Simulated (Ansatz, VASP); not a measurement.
Two plane-wave programs on Si3B2

```
Si B
1.0
     7.60807    0.00000    0.00000
    -3.80403    6.58878    0.00000
     0.00000    0.00000    2.47898
Si B
6 4
Direct
  0.80930 0.19070 0.50000
  0.80930 0.61860 0.50000
  0.38140 0.19070 0.50000
  0.19070 0.80930 0.50000
  0.19070 0.38140 0.50000
  0.61860 0.80930 0.50000
  0.50000 0.00000 0.50000
  0.00000 0.50000 0.50000
  0.50000 0.50000 0.50000
  0.00000 0.00000 0.50000
```

Alike in both runs: functional PBE; k mesh 6 × 6 × 16; occupations gaussian, width 0.1 eV; no spin polarisation.

Ansatz relaxed the structure, and its values are those at the end. VASP's run is a single point on that final structure, the one shown.

|  | VASP | Ansatz |
| --- | --- | --- |
| version | VASP 6.6.1 | Ansatz 0.2.0 |
| potentials or method | VASP PAW PBE potentials, release 64 (Si, B), cutoff 520 eV | scalar-relativistic, plane waves, PAW |
| valence electrons in the cell | 36 | 36 |

```csv
,VASP,Ansatz,Ansatz less VASP
gap on the k mesh at the Fermi level (eV),none,none,-
pressure (GPa),-0.1,0.0,+0.08
```

A gap of «none» marks a metal or a gap that the smearing closes.
